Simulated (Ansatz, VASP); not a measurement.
## One calculation of Cd3SeS2, two programs

```
Cd Se S
1.0
     4.25688    0.00013   -0.00013
    -2.12832    3.68666   -0.00018
    -0.00071   -0.00146   20.82249
Cd Se S
6 2 4
Direct
  0.33351 0.66594 0.00169
  0.33301 0.66605 0.33943
  0.33337 0.66746 0.66346
  0.66629 0.33272 0.17764
  0.66681 0.33355 0.50144
  0.66707 0.33434 0.82548
  0.33302 0.66612 0.13034
  0.66678 0.33260 0.95449
  0.33344 0.66687 0.46301
  0.33370 0.66762 0.78705
  0.66632 0.33266 0.30096
  0.66668 0.33407 0.62501
```

Change from the starting cell: cell x1, atoms moved at random (sigma 0.1 Å) and cell strained at random (1.5 %), then relaxed without symmetry.

Alike in both runs: functional PBE; k mesh 6 × 6 × 1; occupations gaussian, width 0.1 eV; no spin polarisation.

Ansatz relaxed the structure, and its values are those at the end. VASP's run is a single point on that final structure, the one shown.

|  | VASP | Ansatz |
| --- | --- | --- |
| version | VASP 6.6.1 | Ansatz 0.2.0 |
| potentials or method | VASP PAW PBE potentials, release 64 (Cd, Se, S), cutoff 520 eV | scalar-relativistic, plane waves, PAW |
| valence electrons in the cell | 108 | 176 |

|  | VASP | Ansatz | Ansatz less VASP |
| --- | --- | --- | --- |
| gap on the k mesh at the Fermi level (eV) | 0.64 | 0.65 | +0.002 |
| least direct gap on the mesh (eV) | 0.64 | 0.65 | +0.002 |
| pressure (GPa) | 0.3 | 0.0 | -0.28 |

With one functional, cell and mesh, what is left measures potentials, basis and numerics. VASP's potentials hold 108 valence electrons a cell and Ansatz's 176, so a difference there can come from the potentials and not from the codes.
